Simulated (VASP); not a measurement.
# CsBr (Pm-3m) in VASP: further runs

Runs on CsBr. Level: PBEsol. Tasks: single point, relaxation of cell and atoms.

Everything below comes from runs of VASP 6.6.1. Logs are shortened: lines on timing, memory, paths and dates and some standing lists are left out, and cuts for length are marked.

## (1) The cell of the first run

Symmetry: Pm-3m, No. 221, cubic system. The conventional cell has a = 4.247 Å, b = 4.247 Å, c = 4.247 Å, α = 90.00°, β = 90.00°, γ = 90.00°. Within 4.8 Å of Cs (site symmetry m-3m) lie 8 Br at 3.68 Å and 6 Cs at 4.25 Å. Br (site symmetry m-3m) has 8 Cs at 3.68 Å and 6 Br at 4.25 Å within 4.8 Å.

## (2) Single point, PBEsol

Input file INCAR:

```
  PREC = Accurate
  ENCUT = 500
  EDIFF = 1E-6
  ISMEAR = 0
  SIGMA = 0.01
  LREAL = False
  LASPH = True
  NELM = 120
  ALGO = Normal
  ISIF = 2
  LWAVE = False
  LCHARG = True
  GGA = PS
  LELF = True
  LVHAR = True
  NBANDS = 15
  GGA_COMPAT = False
```

Input file KPOINTS:

```
regular mesh
0
Gamma
  3 3 3
```

Input file POSCAR:

```
CsBr
1.0
    4.2469656480      0.0000000000      0.0000000000
    0.0000000000      4.2469656480      0.0000000000
    0.0000000000      0.0000000000      4.2469656480
Cs Br
1 1
Direct
    0.0000000000      0.0000000000      0.0000000000
    0.5000000000      0.5000000000      0.5000000000
```

Potentials or basis: VASP PAW PBE potentials, release 64 (Cs_sv, Br).

On the command line:

```bash
cat potpaw_PBE.64/Cs_sv/POTCAR potpaw_PBE.64/Br/POTCAR > POTCAR
mpirun -np 1 vasp_std > vasp.out
```

OUTCAR:

```text
PREC = Accurate
   ENCUT = 500
   EDIFF = 1E-6
   ISMEAR = 0
   LREAL = False
   LASPH = True
   NELM = 120
   ISIF = 2
   GGA = PS

 ion  position               nearest neighbor table
   1  0.000  0.000  0.000-
   2  0.500  0.500  0.500-

  LATTYP: Found a simple cubic cell.
 ALAT       =     4.2469656480

  Lattice vectors:

 A1 = (   4.2469656480,   0.0000000000,   0.0000000000)
 A2 = (   0.0000000000,   4.2469656480,   0.0000000000)
 A3 = (   0.0000000000,   0.0000000000,   4.2469656480)

Analysis of symmetry for initial positions (statically):
=====================================================================
 Subroutine PRICEL returns:
 Original cell was already a primitive cell.

 Routine SETGRP: Setting up the symmetry group for a
 simple cubic supercell.

 Subroutine GETGRP returns: Found 48 space group operations
 (whereof 48 operations were pure point group operations)
 out of a pool of 48 trial point group operations.

The static configuration has the point symmetry O_h .

Analysis of symmetry for dynamics (positions and initial velocities):
=====================================================================
 Subroutine PRICEL returns:
 Original cell was already a primitive cell.

 Routine SETGRP: Setting up the symmetry group for a
 simple cubic supercell.

 Subroutine GETGRP returns: Found 48 space group operations
 (whereof 48 operations were pure point group operations)
 out of a pool of 48 trial point group operations.

The dynamic configuration has the point symmetry O_h .

 Subroutine INISYM returns: Found 48 space group operations
 (whereof 48 operations are pure point group operations),
 and found     1 'primitive' translations

----------------------------------------------------------------------------------------

                                     Primitive cell

  volume of cell :      76.6013

  direct lattice vectors                    reciprocal lattice vectors
     4.246965648  0.000000000  0.000000000     0.235462229  0.000000000  0.000000000
     0.000000000  4.246965648  0.000000000     0.000000000  0.235462229  0.000000000
     0.000000000  0.000000000  4.246965648     0.000000000  0.000000000  0.235462229

  length of vectors
     4.246965648  4.246965648  4.246965648     0.235462229  0.235462229  0.235462229

  position of ions in fractional coordinates (direct lattice)
     0.000000000  0.000000000  0.000000000
     0.500000000  0.500000000  0.500000000

  ion indices of the primitive-cell ions
   primitive index   ion index
                 1           1
                 2           2

----------------------------------------------------------------------------------------

 KPOINTS: regular mesh

Automatic generation of k-mesh.
 Grid dimensions read from file:
 generate k-points for:    3    3    3

 Generating k-lattice:

  Cartesian coordinates                     Fractional coordinates (reciprocal lattice)
     0.078487410  0.000000000  0.000000000     0.333333333  0.000000000  0.000000000
     0.000000000  0.078487410  0.000000000     0.000000000  0.333333333  0.000000000
     0.000000000  0.000000000  0.078487410     0.000000000  0.000000000  0.333333333

  Length of vectors
     0.078487410  0.078487410  0.078487410

  Shift w.r.t. Gamma in fractional coordinates (k-lattice)
     0.000000000  0.000000000  0.000000000

 Subroutine IBZKPT returns following result:
 ===========================================

 Found      4 irreducible k-points:

 Following reciprocal coordinates:
            Coordinates               Weight
  0.000000  0.000000  0.000000      1.000000
  0.333333  0.000000  0.000000      6.000000
  0.333333  0.333333  0.000000     12.000000
  0.333333  0.333333  0.333333      8.000000
   k-points           NKPTS =      4   k-points in BZ     NKDIM =      4   number of bands    NBANDS=     15
   number of dos      NEDOS =    301   number of ions     NIONS =      2
   total plane-waves  NPLWV =  32768
   dimension x,y,z NGX =    32 NGY =   32 NGZ =   32
   dimension x,y,z NGXF=    64 NGYF=   64 NGZF=   64
   ions per type =               1   1
   NGX,Y,Z   is equivalent  to a cutoff of  12.53, 12.53, 12.53 a.u.
   NGXF,Y,Z  is equivalent  to a cutoff of  25.05, 25.05, 25.05 a.u.
 SYSTEM =  unknown system
   PREC   = accura    normal or accurate (medium, high low for compatibility)
   ISTART =      0    job   : 0-new  1-cont  2-samecut
   ICHARG =      2    charge: 1-file 2-atom 10-const
   ISPIN  =      1    spin polarized calculation?
   LNONCOLLINEAR =      F non collinear calculations
   LSORBIT =      F    spin-orbit coupling
   LASPH  =      T    aspherical Exc in radial PAW
   ENCUT  =  500.0 eV  36.75 Ry    6.06 a.u.   7.74  7.74  7.74*2*pi/ulx,y,z
   NELM   =    120;   NELMIN=  2; NELMDL= -5     # of ELM steps
   EDIFF  = 0.1E-05   stopping-criterion for ELM
   LREAL  =      F    real-space projection
   EDIFFG = 0.1E-04   stopping-criterion for IOM
   NSW    =      0    number of steps for IOM
   IBRION =     -1    ionic relax: 0-MD 1-quasi-New 2-CG
   NFREE  =      0    steps in history (QN), initial steepest desc. (CG)
   ISIF   =      2    stress and relaxation
   ISYM   =      2    0-nonsym 1-usesym 2-fastsym
   POTIM  = 0.5000    time-step for ionic-motion
   TEBEG  =    0.0;   TEEND  =   0.0 temperature during run
   PSTRESS=    0.0 pullay stress
   NELECT =      16.0000    total number of electrons
   NUPDOWN=      -1.0000    fix difference up-down
   EMIN   =  10.00;   EMAX   =-10.00  energy-range for DOS
   EFERMI =   0.00;   METHOD = LEGACY
   ISMEAR =     0;   SIGMA  =   0.01  broadening in eV -4-tet -1-fermi 0-gaus
   EFERMI_NEDOS =   21; number of points for ismear=-14 and -15
   IALGO  =     38    algorithm
   IMIX   =      4    mixing-type and parameters
     AMIX     =   0.40;   BMIX     =  1.00
     AMIX_MAG =   1.60;   BMIX_MAG =  1.00
  volume/ion in A,a.u.               =      38.30       258.47
  Fermi-wavevector in a.u.,A,eV,Ry     =   0.971336  1.835559 12.837006  0.943493
  Thomas-Fermi vector in A             =   2.101545
   LORBIT       =      0    0 simple, 1 ext, 2 COOP (PROOUT), +10 PAW based schemes
   GGA     = PS    functional components
   LHFCALC =     F    Hartree Fock is set to
   AEXX    =    0.0000 exact exchange contribution
   IVDW    =     0    specifies the selected vdW correction
   LEPSILON=     F    determine dielectric tensor
   LRPA    =     F    only Hartree local field effects (RPA)
 non-spin polarized calculation
 Gauss-broadening in eV      SIGMA  =   0.01
  energy-cutoff  :      500.00
  volume of cell :       76.60
 maximum number of plane-waves:      1947
 NGX is ok and might be reduce to    32
   NGX = 15   NGY = 15   NGZ = 15

 number of electron      15.9999996 magnetization

 Free energy of the ion-electron system (eV)
  ---------------------------------------------------
  ext. energy  EPLUGINS =         0.00000000
  ---------------------------------------------------
  free energy    TOTEN  =        -6.33477462 eV

  energy without entropy =       -6.33477462  energy(sigma->0) =       -6.33477462

 E-fermi :  -0.2040     XC(G=0):  -8.4004

 val. band max:       -0.2545161639   @ k =   0.0000   0.0000   0.0000
 cond. band min:       4.1628505637   @ k =   0.0000   0.0000   0.0000
 fundamental gap:      4.4173667276
 Fermi energy:        -0.2039654117

 k-point     1 :       0.0000    0.0000    0.0000
  band No.  band energies     occupation
      1     -19.9924      2.00000
      2     -12.6773      2.00000
      3      -6.5554      2.00000
      4      -6.5554      2.00000
      5      -6.5554      2.00000
      6      -0.2545      2.00000
      7      -0.2545      2.00000
      8      -0.2545      2.00000
      9       4.1629      0.00000
     10       4.4942      0.00000
     11       4.4942      0.00000
     12       8.9168      0.00000
     13       8.9168      0.00000
     14       8.9168      0.00000
     15      11.8714      0.00000

 k-point     2 :       0.3333    0.0000    0.0000
  band No.  band energies     occupation
      1     -19.9461      2.00000
      2     -12.6958      2.00000
      3      -6.8752      2.00000
      4      -6.4642      2.00000
      5      -6.4642      2.00000
      6      -1.4017      2.00000
      7      -0.4361      2.00000
      8      -0.4361      2.00000
      9       5.1742      0.00000
     10       6.2422      0.00000
     11       6.5988      0.00000
     12       8.6390      0.00000
     13       8.6390      0.00000
     14       8.7120      0.00000
     15       9.4400      0.00000

 k-point     3 :       0.3333    0.3333    0.0000
  band No.  band energies     occupation
      1     -19.9051      2.00000
      2     -12.6267      2.00000
      3      -7.0607      2.00000
      4      -6.9278      2.00000
      5      -6.3993      2.00000
      6      -1.1015      2.00000
      7      -0.7436      2.00000
      8      -0.3555      2.00000
      9       5.3060      0.00000
     10       5.7702      0.00000
     11       7.2709      0.00000
     12       7.9457      0.00000
     13       8.0363      0.00000
     14       8.8888      0.00000
     15      10.2449      0.00000

 k-point     4 :       0.3333    0.3333    0.3333
  band No.  band energies     occupation
      1     -19.8669      2.00000
      2     -12.5540      2.00000
      3      -6.9334      2.00000
      4      -6.9175      2.00000
      5      -6.9175      2.00000
      6      -1.1756      2.00000
      7      -1.1756      2.00000
      8      -0.9119      2.00000
      9       6.4348      0.00000
     10       7.3987      0.00000
     11       7.3987      0.00000
     12       7.9655      0.00000
     13       8.1109      0.00000
     14       8.1109      0.00000
     15      12.2057      0.00000

------------------------ aborting loop because EDIFF is reached ----------------------------------------

  FORCE on cell =-STRESS in cart. coord.  units (eV):
  Direction    XX          YY          ZZ          XY          YZ          ZX
  --------------------------------------------------------------------------------------
  -------------------------------------------------------------------------------------
  Total        0.0360004      0.0360004      0.0360004      0.0000000      0.0000000      0.0000000
  in kB        0.7529768      0.7529768      0.7529768      0.0000000      0.0000000      0.0000000
  external PRESSURE =       0.7529768 kB  Pullay stress =       0.0000000 kB

 VOLUME and BASIS-vectors are now :
 -----------------------------------------------------------------------------
  energy-cutoff  :      500.00
  volume of cell :       76.60
      direct lattice vectors                 reciprocal lattice vectors
     4.246965648  0.000000000  0.000000000     0.235462229  0.000000000  0.000000000
     0.000000000  4.246965648  0.000000000     0.000000000  0.235462229  0.000000000
     0.000000000  0.000000000  4.246965648     0.000000000  0.000000000  0.235462229

 POSITION                                       TOTAL-FORCE (eV/Angst)
 -----------------------------------------------------------------------------------
      0.00000      0.00000      0.00000         0.000000      0.000000      0.000000
      2.12348      2.12348      2.12348         0.000000      0.000000      0.000000
 -----------------------------------------------------------------------------------
    total drift:                                0.000000      0.000000     -0.000000

  FREE ENERGIE OF THE ION-ELECTRON SYSTEM (eV)
  ---------------------------------------------------
  free  energy   TOTEN  =        -6.3347746162 eV

  energy  without entropy=       -6.3347746162  energy(sigma->0) =       -6.33477462
```

It took 14 s on 1 thread of Intel Xeon 8259CL, shared host; peak memory 0.17 GiB.

What came out:

| Item | Value |
| --- | --- |
| Free energy | -6.3348 eV |
| Pressure | 0.1 GPa |
| Band gap on the k mesh | 4.42 eV, direct |

Caveat: the k points lie up to 0.49 Å⁻¹ apart; the PAW data sets were made with another functional, which shifts forces and pressure a little; spin-orbit coupling is left out, which moves the levels of the heavy elements. Expect the measured gap to be larger: semilocal functionals such as PBEsol lack the derivative discontinuity.

[end of part 1 of 2]
